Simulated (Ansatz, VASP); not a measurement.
## One calculation of ZrSi2, two programs

```
Zr Si
1.0
     0.00000    4.34959    4.49203
     2.55712    0.00000    4.49203
     2.55712    4.34959    0.00000
Zr Si
2 4
Direct
  0.75000 0.75000 0.75000
  0.50000 0.50000 0.50000
  0.09508 0.40492 0.09508
  0.40492 0.09508 0.40492
  0.15492 0.84508 0.15492
  0.84508 0.15492 0.84508
```

Alike in both runs: functional PBE; k mesh 10 × 10 × 10; occupations gaussian, width 0.1 eV; no spin polarisation.

Ansatz relaxed the structure, and its values are those at the end. VASP's run is a single point on that final structure, the one shown.

|  | VASP | Ansatz |
| --- | --- | --- |
| version | VASP 6.6.1 | Ansatz 0.2.0 |
| potentials or method | VASP PAW PBE potentials, release 64 (Zr_sv, Si), cutoff 520 eV | scalar-relativistic, plane waves, PAW |
| valence electrons in the cell | 40 | 40 |

|  | VASP | Ansatz | Ansatz less VASP |
| --- | --- | --- | --- |
| gap on the k mesh at the Fermi level (eV) | none | none | - |
| pressure (GPa) | 0.0 | 0.0 | -0.02 |

A gap of «none» marks a metal or a gap that the smearing closes. The functional is the same, so the differences come from potentials, cutoffs and numerics.
